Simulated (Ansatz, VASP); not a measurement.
## Two plane-wave programs on Si2Ni

```
Si Ni
1.0
     2.69570   -2.69570    0.00000
     2.69570    0.00000   -2.69570
     7.98949    7.98949    7.98949
Si Ni
6 3
Direct
  0.66667 0.66667 0.28118
  0.00000 0.00000 0.05625
  0.33333 0.33333 0.50612
  0.66667 0.66667 0.61859
  0.00000 0.00000 0.39365
  0.33333 0.33333 0.16871
  0.33333 0.33333 0.33742
  0.66667 0.66667 0.11248
  0.00000 0.00000 0.56236
```

Alike in both runs: task single point; functional PBEsol; k mesh 14 × 14 × 5; occupations gaussian, width 0.15 eV; no spin polarisation.

```csv
,VASP,Ansatz
version,VASP 6.6.1,Ansatz 0.2.0
potentials or method,"VASP PAW PBE potentials, release 64 (Si, Ni), cutoff 520 eV","scalar-relativistic, plane waves, PAW"
valence electrons in the cell,54,78
```

Ansatz gave:

- gap on the k mesh at the Fermi level (eV): none
- pressure (GPa): -3.5
- traceless stress, the component that is largest in VASP (GPa): 0.47
- rms of the force components (eV/Å): 0.268

**Question.** Estimate VASP's values.

**Answer.** gap on the k mesh at the Fermi level (eV): none; pressure (GPa): -3.4; traceless stress, the component that is largest in VASP (GPa): 0.46; rms of the force components (eV/Å): 0.264.

VASP's potentials were made for PBE, not for PBEsol. Atom by atom the forces differ by 0.005 eV/Å (rms over components). A gap of «none» marks a metal or a gap that the smearing closes. VASP's potentials hold 54 valence electrons a cell and Ansatz's 78, so a difference there can come from the potentials and not from the codes.
